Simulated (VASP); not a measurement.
Runs of VASP 6.6.1 on GaSb. The structure is that of space group F-43m (No. 216), or close to it. The cells are those of the table. 

| cell | gap on the mesh (eV) | pressure (GPa) |
| --- | --- | --- |
| a = 4.305, b = 4.326 Å, angles 59.8, 60.3, 59.8°, 2 atoms | 0.48 | (a) |
| a = 4.294, b = 4.326 Å, angles 59.8, 60.5, 59.8°, 2 atoms | 0.50 | 1.3 |
| a = 4.348, b = 4.326 Å, angles 60.2, 59.7, 60.2°, 2 atoms | 0.35 | (b) |
| a = 4.364, b = 4.326 Å, angles 60.3, 59.4, 60.3°, 2 atoms | 0.28 | -0.5 |
| a = 4.283, b = 4.326 Å, angles 59.7, 60.7, 59.7°, 2 atoms | 0.52 | 1.6 |
| a = 4.370, b = 4.326 Å, angles 60.3, 59.3, 60.3°, 2 atoms | 0.26 | -0.6 |
| a = 4.337, b = 4.326 Å, angles 60.1, 59.8, 60.1°, 2 atoms | 0.40 | 0.2 |
| a = 4.359, b = 4.326 Å, angles 60.2, 59.5, 60.2°, 2 atoms | 0.30 | -0.3 |

Alike in all rows: task single point; level r2SCAN; potentials or basis VASP PAW PBE potentials, release 64 (Ga_d, Sb); no spin polarisation; k mesh 6 × 6 × 6; cutoff (eV) 520; smearing gaussian 0.05 eV.

**Question.** Fill in the values left out.

**Answer.** (a) 1.0; (b) -0.1.

Caveats: the PAW data sets were made with another functional, which shifts forces and pressure a little; spin-orbit coupling is left out, which moves the levels of the heavy elements.

A k mesh can miss the band edges, and the runs leave out spin-orbit coupling on Ga, Sb.
